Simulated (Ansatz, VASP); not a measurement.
## Two plane-wave programs on Li2S

```xyz
3
Lattice="0.0000 2.8453 2.8453 2.8453 0.0000 2.8453 2.8453 2.8453 0.0000" Properties=species:S:1:pos:R:3 pbc="T T T"
S     0.0000    0.0000    0.0000
Li    1.4226    1.4226    1.4226
Li    4.2679    4.2679    4.2679
```

Alike in both runs: task single point; functional PBE-based screened hybrid; k mesh 4 × 4 × 4; no spin polarisation.

|  | VASP | Ansatz |
| --- | --- | --- |
| version | VASP 6.6.1 | Ansatz 0.2.0 |
| potentials or method | VASP PAW PBE potentials, release 64 (S, Li_sv) | plane waves |
| plane-wave cutoff (eV) | 650 | 420 |
| occupations | gaussian, width 0.01 eV | fixed |
| valence electrons in the cell | 12 | 12 |

|  | VASP | Ansatz | Ansatz less VASP |
| --- | --- | --- | --- |
| gap on the k mesh at the Fermi level (eV) | 4.79 | 4.80 | +0.010 |
| pressure (GPa) | -1.5 | -1.1 | +0.41 |

VASP's potentials were made for PBE, not for PBE-based screened hybrid. Ansatz's warnings: stress exchange threshold loose, stress scf threshold loose.

The k mesh is coarse, so the values compare programs but aren't converged.
